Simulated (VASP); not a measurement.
# Hf (C2/c) in VASP: single point with PBEsol

Aim: the single point of Hf with PBEsol.

Everything below comes from runs of VASP 6.6.1. Logs are shortened: lines on timing, memory, paths and dates and some standing lists are left out, and cuts for length are marked.

### 1 The cell of the first run

The typed cell holds 2 atoms: a = 5.357 Å, b = 5.357 Å, c = 3.123 Å, α = 98.18°, β = 98.18°, γ = 146.57°.

### 2 Single point, PBEsol

File INCAR:

```
SYSTEM = Hf
ALGO     = Normal         ! electronic algorithm
EDIFF    = 1E-6           ! SCF threshold, eV
ENCUT    = 520            ! plane-wave cutoff, eV
GGA      = PS             ! functional
ISIF     = 2              ! what is computed and relaxed
ISMEAR   = -1             ! smearing method
LASPH    = .TRUE.         ! aspherical terms in the spheres
LCHARG   = .TRUE.         ! write CHGCAR
LELF     = .TRUE.         ! ELF
LREAL    = .FALSE.        ! projectors in reciprocal space
LVHAR    = .TRUE.       
LWAVE    = .FALSE.        ! write WAVECAR
NBANDS   = 17             ! bands
NELM     = 80             ! most SCF steps
PREC     = Accurate       ! precision mode
SIGMA    = 0.1            ! smearing width, eV
```

File KPOINTS:

```
k-points
0
G
  20 20 19
  0 0 0
```

File POSCAR:

```
Hf
1.0
   -3.6285469083      3.6270399438      1.5405190862
    3.6270399438     -3.6285469083      1.5405190862
    1.9197145059      1.9197145059     -1.5432790944
Hf
2
Direct
    0.9999140881      0.0000859119      0.0000000000
    0.7500859119      0.2499140881      0.5000000000
```

Potentials or basis: VASP PAW PBE potentials, release 64 (Hf_pv).

The run is started by

```console
cat potpaw_PBE.64/Hf_pv/POTCAR > POTCAR
mpirun -np 1 vasp_std > vasp.out
```

OUTCAR:

```text
SYSTEM = Hf
   EDIFF = 1E-6
   ENCUT = 520
   GGA = PS
   ISIF = 2
   ISMEAR = -1
   LASPH = .TRUE.
   LREAL = .FALSE.
   NELM = 80
   PREC = Accurate

 ion  position               nearest neighbor table
   1  1.000  0.000  0.000-   2 3.00   2 3.00   2 3.00   2 3.00   2 3.71   2 3.71   2 3.71   2 3.71

   2  0.750  0.250  0.500-   1 3.00   1 3.00   1 3.00   1 3.00   1 3.71   1 3.71   1 3.71   1 3.71

  Warning from LATTYP: Got some problem with cell dimensions!
  Tried to take original basis but could not verify dimensions!
  LATTYP: Found a base centered monoclinic cell.
 ALAT       =     3.0810389095
 B/A-ratio  =     3.3303536991
 C/A-ratio  =     1.0120909939
 COS(beta)  =    -0.4925396391

  Lattice vectors:

 A1 = (   3.6285469083,  -3.6270399438,  -1.5405190862)
 A2 = (  -3.6270399438,   3.6285469083,  -1.5405190862)
 A3 = (   1.9182075414,   1.9182075414,   1.5377590780)

Analysis of symmetry for initial positions (statically):
=====================================================================
 Subroutine PRICEL returns:
 Original cell was already a primitive cell.

 Routine SETGRP: Setting up the symmetry group for a
 base centered monoclinic supercell.

 Subroutine GETGRP returns: Found  4 space group operations
 (whereof  2 operations were pure point group operations)
 out of a pool of  4 trial point group operations.

The static configuration has the point symmetry C_2 .
 The point group associated with its full space group is C_2h.

Analysis of symmetry for dynamics (positions and initial velocities):
=====================================================================
 Subroutine PRICEL returns:
 Original cell was already a primitive cell.

 Routine SETGRP: Setting up the symmetry group for a
 base centered monoclinic supercell.

 Subroutine GETGRP returns: Found  4 space group operations
 (whereof  2 operations were pure point group operations)
 out of a pool of  4 trial point group operations.

The dynamic configuration has the point symmetry C_2 .
 The point group associated with its full space group is C_2h.

 Subroutine INISYM returns: Found  4 space group operations
 (whereof  2 operations are pure point group operations),
 and found     1 'primitive' translations

----------------------------------------------------------------------------------------

                                     Primitive cell

  volume of cell :      42.8978

  direct lattice vectors                    reciprocal lattice vectors
    -3.628546908  3.627039944  1.540519086     0.061599919  0.199424745  0.324693593
     3.627039944 -3.628546908  1.540519086     0.199424745  0.061599919  0.324693593
     1.919714506  1.919714506 -1.543279094     0.260557846  0.260557846  0.000254883

  length of vectors
     5.356768660  5.356768660  3.122870143     0.385993146  0.385993146  0.368484528

  position of ions in fractional coordinates (direct lattice)
     0.999914088  0.000085912  1.000000000
     0.750085912  0.249914088  0.500000000

  ion indices of the primitive-cell ions
   primitive index   ion index
                 1           1
                 2           2

----------------------------------------------------------------------------------------

 KPOINTS: k-points

Automatic generation of k-mesh.
 Grid dimensions read from file:
 generate k-points for:   20   20   19

 Generating k-lattice:

  Cartesian coordinates                     Fractional coordinates (reciprocal lattice)
     0.003079996  0.009971237  0.016234680     0.050000000  0.000000000  0.000000000
     0.009971237  0.003079996  0.016234680     0.000000000  0.050000000  0.000000000
     0.013713571  0.013713571  0.000013415    -0.000000000 -0.000000000  0.052631579

  Length of vectors
     0.019299657  0.019299657  0.019393923

  Shift w.r.t. Gamma in fractional coordinates (k-lattice)
     0.000000000  0.000000000  0.000000000

 Subroutine IBZKPT returns following result:
 ===========================================

 Found   2001 irreducible k-points:

 Following reciprocal coordinates:
            Coordinates               Weight
  0.000000  0.000000  0.000000      1.000000
  0.050000  0.000000  0.000000      4.000000
  0.100000 -0.000000  0.000000      4.000000
  0.150000 -0.000000  0.000000      4.000000
  0.200000 -0.000000  0.000000      4.000000
  0.250000  0.000000  0.000000      4.000000
[... 16 lines left out ...]
 -0.400000  0.050000 -0.000000      4.000000
 -0.350000  0.050000 -0.000000      4.000000
 [... further k-points ...]
   k-points           NKPTS =   2001   k-points in BZ     NKDIM =   2001   number of bands    NBANDS=     17
   number of dos      NEDOS =    301   number of ions     NIONS =      2
   total plane-waves  NPLWV =  38400
   dimension x,y,z NGX =    40 NGY =   40 NGZ =   24
   dimension x,y,z NGXF=    80 NGYF=   80 NGZF=   48
   ions per type =               2
   NGX,Y,Z   is equivalent  to a cutoff of  12.41, 12.41, 12.78 a.u.
   NGXF,Y,Z  is equivalent  to a cutoff of  24.83, 24.83, 25.55 a.u.
 SYSTEM =  Hf
   PREC   = accura    normal or accurate (medium, high low for compatibility)
   ISTART =      0    job   : 0-new  1-cont  2-samecut
   ICHARG =      2    charge: 1-file 2-atom 10-const
   ISPIN  =      1    spin polarized calculation?
   LNONCOLLINEAR =      F non collinear calculations
   LSORBIT =      F    spin-orbit coupling
   LASPH  =      T    aspherical Exc in radial PAW
   ENCUT  =  520.0 eV  38.22 Ry    6.18 a.u.   9.96  9.96  5.81*2*pi/ulx,y,z
   NELM   =     80;   NELMIN=  2; NELMDL= -5     # of ELM steps
   EDIFF  = 0.1E-05   stopping-criterion for ELM
   LREAL  =      F    real-space projection
   EDIFFG = 0.1E-04   stopping-criterion for IOM
   NSW    =      0    number of steps for IOM
   IBRION =     -1    ionic relax: 0-MD 1-quasi-New 2-CG
   NFREE  =      0    steps in history (QN), initial steepest desc. (CG)
   ISIF   =      2    stress and relaxation
   ISYM   =      2    0-nonsym 1-usesym 2-fastsym
   POTIM  = 0.5000    time-step for ionic-motion
   TEBEG  =    0.0;   TEEND  =   0.0 temperature during run
   PSTRESS=    0.0 pullay stress
   NELECT =      20.0000    total number of electrons
   NUPDOWN=      -1.0000    fix difference up-down
   EMIN   =  10.00;   EMAX   =-10.00  energy-range for DOS
   EFERMI =   0.00;   METHOD = LEGACY
   ISMEAR =    -1;   SIGMA  =   0.10  broadening in eV -4-tet -1-fermi 0-gaus
   EFERMI_NEDOS =   21; number of points for ismear=-14 and -15
   IALGO  =     38    algorithm
   IMIX   =      4    mixing-type and parameters
     AMIX     =   0.40;   BMIX     =  1.00
     AMIX_MAG =   1.60;   BMIX_MAG =  1.00
  volume/ion in A,a.u.               =      21.45       144.74
  Fermi-wavevector in a.u.,A,eV,Ry     =   1.269423  2.398862 21.924898  1.611435
  Thomas-Fermi vector in A             =   2.402465
   LORBIT       =      0    0 simple, 1 ext, 2 COOP (PROOUT), +10 PAW based schemes
   GGA     = PS    functional components
   LHFCALC =     F    Hartree Fock is set to
   AEXX    =    0.0000 exact exchange contribution
   IVDW    =     0    specifies the selected vdW correction
   LEPSILON=     F    determine dielectric tensor
   LRPA    =     F    only Hartree local field effects (RPA)
 non-spin polarized calculation
  energy-cutoff  :      520.00
  volume of cell :       42.90
 maximum number of plane-waves:      1174
   NGX = 19   NGY = 19   NGZ = 11

 number of electron      20.0000001 magnetization

 Free energy of the ion-electron system (eV)
  ---------------------------------------------------
  ext. energy  EPLUGINS =         0.00000000
  ---------------------------------------------------
  free energy    TOTEN  =       -20.76134102 eV

  energy without entropy =      -20.65470992  energy(sigma->0) =      -20.70802547

 E-fermi :   4.7730     XC(G=0): -11.5772

 val. band max:        4.7722396440   @ k =  -0.3500   0.2000   0.3684
 cond. band min:       4.7733946095   @ k =  -0.2500  -0.3500   0.4211
 fundamental gap:      0.0011549655
 Fermi energy:         4.7729544971

 k-point     1 :       0.0000    0.0000    0.0000
  band No.  band energies     occupation
      1     -25.9195      2.00000
      2     -25.0898      2.00000
      3     -24.9533      2.00000
      4     -24.9461      2.00000
      5     -24.9137      2.00000
      6     -24.8694      2.00000
[... 9 lines left out ...]
     16       9.3022      0.00000
     17       9.3594      0.00000

 k-point     2 :       0.0500    0.0000    0.0000
  band No.  band energies     occupation
      1     -25.9118      2.00000
      2     -25.0984      2.00000
      3     -24.9703      2.00000
      4     -24.9641      2.00000
      5     -24.9206      2.00000
      6     -24.8701      2.00000
[... 9 lines left out ...]
     16       9.2842      0.00000
     17       9.5536      0.00000

 k-point     3 :       0.1000   -0.0000    0.0000
  band No.  band energies     occupation
      1     -25.8894      2.00000
      2     -25.1268      2.00000
      3     -25.0226      2.00000
      4     -25.0120      2.00000
      5     -24.9358      2.00000
      6     -24.8738      2.00000
[... 9 lines left out ...]
     16       9.1872      0.00000
     17       9.9832      0.00000

 k-point     4 :       0.1500   -0.0000    0.0000
  band No.  band energies     occupation
      1     -25.8545      2.00000
      2     -25.1855      2.00000
      3     -25.1094      2.00000
      4     -25.0642      2.00000
      5     -24.9573      2.00000
      6     -24.8820      2.00000
[... 9 lines left out ...]
     16       8.9710      0.00000
     17      10.3760      0.00000

 k-point     5 :       0.2000   -0.0000    0.0000
  band No.  band energies     occupation
      1     -25.8111      2.00000
      2     -25.2824      2.00000
      3     -25.2096      2.00000
      4     -25.1090      2.00000
      5     -24.9845      2.00000
      6     -24.8947      2.00000
[... 9 lines left out ...]
     16       8.6824      0.00000
     17      10.5473      0.00000

 k-point     6 :       0.2500    0.0000    0.0000
  band No.  band energies     occupation
      1     -25.7658      2.00000
      2     -25.4031      2.00000
      3     -25.3082      2.00000
      4     -25.1463      2.00000
      5     -25.0155      2.00000
      6     -24.9113      2.00000
[... 9 lines left out ...]
     16       8.9861      0.00000
     17      10.5468      0.00000

 k-point     7 :       0.3000   -0.0000    0.0000
  band No.  band energies     occupation
      1     -25.7301      2.00000
      2     -25.5262      2.00000
      3     -25.3908      2.00000
      4     -25.1778      2.00000
      5     -25.0481      2.00000
      6     -24.9309      2.00000
[... 9 lines left out ...]
     16       9.6058      0.00000
     17      10.5066      0.00000

 k-point     8 :       0.3500   -0.0000    0.0000
  band No.  band energies     occupation
      1     -25.7213      2.00000
      2     -25.6349      2.00000
      3     -25.4381      2.00000
      4     -25.2023      2.00000
      5     -25.0803      2.00000
      6     -24.9516      2.00000
[... 9 lines left out ...]
     16      10.0576      0.00000
     17      10.7030      0.00000
[... 203 lines left out ...]
      1     -25.8032      2.00000
      2     -25.7323      2.00000
      3     -25.4488      2.00000
      4     -25.2318      2.00000
      5     -25.1197      2.00000
      6     -24.9788      2.00000
[... 9 lines left out ...]
     16      11.3078      0.00000
     17      11.7977      0.00000

 k-point    20 :       0.4500    0.0500    0.0000
  band No.  band energies     occupation
      1     -25.8165      2.00000
      2     -25.7503      2.00000
      3     -25.4316      2.00000
      4     -25.2276      2.00000
      5     -25.1369      2.00000
      6     -24.9902      2.00000
[... 9 lines left out ...]
     16      11.5399      0.00000
     17      12.0170      0.00000

 k-point    21 :       0.5000    0.0500   -0.0000
  band No.  band energies     occupation
      1     -25.7959      2.00000
      2     -25.7441      2.00000
      3     -25.4252      2.00000
      4     -25.2187      2.00000
      5     -25.1400      2.00000
      6     -24.9916      2.00000
[... 9 lines left out ...]
     16      11.2954      0.00000
     17      11.7895      0.00000

 k-point    22 :      -0.4500    0.0500   -0.0000
  band No.  band energies     occupation
      1     -25.7403      2.00000
      2     -25.7215      2.00000
      3     -25.4258      2.00000
      4     -25.2100      2.00000
      5     -25.1236      2.00000
      6     -24.9835      2.00000
[... 9 lines left out ...]
     16      10.6828      0.00000
     17      11.2717      0.00000

 k-point    23 :      -0.4000    0.0500   -0.0000
  band No.  band energies     occupation
      1     -25.7018      2.00000
      2     -25.6534      2.00000
      3     -25.4155      2.00000
      4     -25.1962      2.00000
      5     -25.0944      2.00000
      6     -24.9688      2.00000
[... 9 lines left out ...]
     16       9.9624      0.00000
     17      10.6851      0.00000

 k-point    24 :      -0.3500    0.0500   -0.0000
  band No.  band energies     occupation
      1     -25.7081      2.00000
      2     -25.5426      2.00000
      3     -25.3707      2.00000
      4     -25.1741      2.00000
      5     -25.0597      2.00000
      6     -24.9508      2.00000
[... 9 lines left out ...]
     16       9.5246      0.00000
     17      10.4473      0.00000

 [... further k-points ...]

------------------------ aborting loop because EDIFF is reached ----------------------------------------

  FORCE on cell =-STRESS in cart. coord.  units (eV):
  Direction    XX          YY          ZZ          XY          YZ          ZX
  --------------------------------------------------------------------------------------
  -------------------------------------------------------------------------------------
  Total       -0.0754720     -0.0754720     -0.0926761     -0.0015320      0.0110680      0.0110680
  in kB       -2.8187792     -2.8187792     -3.4613291     -0.0572188      0.4133751      0.4133743
  external PRESSURE =      -3.0329625 kB  Pullay stress =       0.0000000 kB

 VOLUME and BASIS-vectors are now :
 -----------------------------------------------------------------------------
  energy-cutoff  :      520.00
  volume of cell :       42.90
      direct lattice vectors                 reciprocal lattice vectors
    -3.628546908  3.627039944  1.540519086     0.061599919  0.199424745  0.324693593
     3.627039944 -3.628546908  1.540519086     0.199424745  0.061599919  0.324693593
     1.919714506  1.919714506 -1.543279094     0.260557846  0.260557846  0.000254883

 POSITION                                       TOTAL-FORCE (eV/Angst)
 -----------------------------------------------------------------------------------
     -3.62792      3.62642      1.54052        -0.002154      0.002154     -0.000000
     -0.85542      2.77362      0.76888         0.002154     -0.002154      0.000000
 -----------------------------------------------------------------------------------
    total drift:                               -0.000000     -0.000000      0.000000

  FREE ENERGIE OF THE ION-ELECTRON SYSTEM (eV)
  ---------------------------------------------------
  free  energy   TOTEN  =       -20.7613410190 eV

  energy  without entropy=      -20.6547099209  energy(sigma->0) =      -20.70802547
```

It took 33 min on 1 thread of Oxide Virtual Turin-like, shared host; peak memory 1.2 GiB.

Results:

```yaml
Free_energy: -20.7613 eV
Pressure: -0.3 GPa
Largest_force: 0.003 eV/Å
Band_gap_on_the_k_mesh: zero (bands 10 and 11 overlap by 1.69 eV)
```

Forces in eV/Å, atoms in the order of the input:
```
Hf  -0.002  0.002  0.000
Hf   0.002 -0.002  0.000
```

Caveat: the PAW data sets were made with another functional, which shifts forces and pressure a little; spin-orbit coupling is left out, which moves the levels of the heavy elements.
